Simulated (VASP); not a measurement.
A run of VASP 6.6.1 is set up as follows.

File INCAR:

```
SYSTEM = ZnS
PREC = Accurate ; ENCUT = 520
EDIFF = 1E-8 ; ISMEAR = -1
SIGMA = 0.01 ; LREAL = .FALSE.
LASPH = .TRUE. ; NELM = 80
ALGO = Normal ; ISIF = 2
LWAVE = .FALSE. ; LCHARG = .FALSE.
GGA = PS ; LEFG = .TRUE.
NBANDS = 16
```

KPOINTS

```
Automatic mesh
0
G
  9 9 9
  0 0 0
```

POSCAR

```
ZnS
1.0
    0.0000000000      2.6956042803      2.6956042803
    2.6956042803      0.0000000000      2.6956042803
    2.6956042803      2.6956042803      0.0000000000
Zn S
1 1
Direct
    0.0000000000      0.0000000000      0.0000000000
    0.7500000000      0.7500000000      0.7500000000
```

Potentials or basis: VASP PAW PBE potentials, release 64 (Zn, S).

The run is started by

```console
$ cat potpaw_PBE.64/Zn/POTCAR potpaw_PBE.64/S/POTCAR > POTCAR
$ mpirun -np 1 vasp_std > vasp.out
```

Problem. What does it give for the band gap on the k mesh?

Solution. 2.01 eV, direct.

Problem. Predict the pressure.

Solution. -1.3 GPa.

Caveat: without QUAD_EFG the Cq values of the log hold for a quadrupole moment of 1 mb, not for the nuclei; the PAW data sets were made with another functional, which shifts forces and pressure a little.
